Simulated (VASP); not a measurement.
Write the native input for VASP 6.6.1 that does the following.

- Task: electric field gradients
- Functional: LDA
- Potentials or basis: VASP PAW LDA potentials, release 64 (Zn, O)
- Cutoff: 520 eV
- k mesh: 11 × 11 × 6
- Occupations: fermi-dirac, width 0.02 eV
- Spin: no spin polarisation
- Dipole correction: no
- Further INCAR settings: ALGO = Normal; EDIFF = 1e-08; NBANDS = 26

The structure of ZnO lies in POSCAR:

```
ZnO
1.0
    3.2054825469      0.0000000000      0.0000000000
   -1.6027412734      2.7760293170      0.0000000000
    0.0000000000      0.0000000000      5.1334697570
Zn O
2 2
Direct
    0.3333333333      0.6666666667      0.0000000000
    0.6666666667      0.3333333333      0.5000000000
    0.3333333333      0.6666666667      0.3821000000
    0.6666666667      0.3333333333      0.8821000000
```

One way to write it, as run:

INCAR

```
  PREC = Accurate
  ENCUT = 520
  EDIFF = 1E-8
  ISMEAR = -1
  SIGMA = 0.02
  LREAL = F
  LASPH = T
  NELM = 100
  ALGO = Normal
  ISIF = 2
  LWAVE = F
  LCHARG = F
  GGA = CA
  LEFG = T
  NBANDS = 26
```

KPOINTS

```
regular mesh
0
Gamma
  11 11 6
```

Potentials or basis: VASP PAW LDA potentials, release 64 (Zn, O).

Run with:

```bash
$ cat potpaw_LDA.64/Zn/POTCAR potpaw_LDA.64/O/POTCAR > POTCAR
$ mpirun -np 1 vasp_std > vasp.out
```

It gave:

| Item | Value |
| --- | --- |
| Pressure | 0.0 GPa |
| Largest force | 0.042 eV/Å |
| Band gap on the k mesh | 0.81 eV |
| Largest electric field gradient by atom | Zn +8.2; O -3.5 V/Å² |

Caveat: without QUAD_EFG the Cq values of the log hold for a quadrupole moment of 1 mb, not for the nuclei.

It took 41 s on 1 thread of AMD EPYC 9R45 96-Core Processor (Zen 5), on a shared host, peak memory 0.15 GiB.
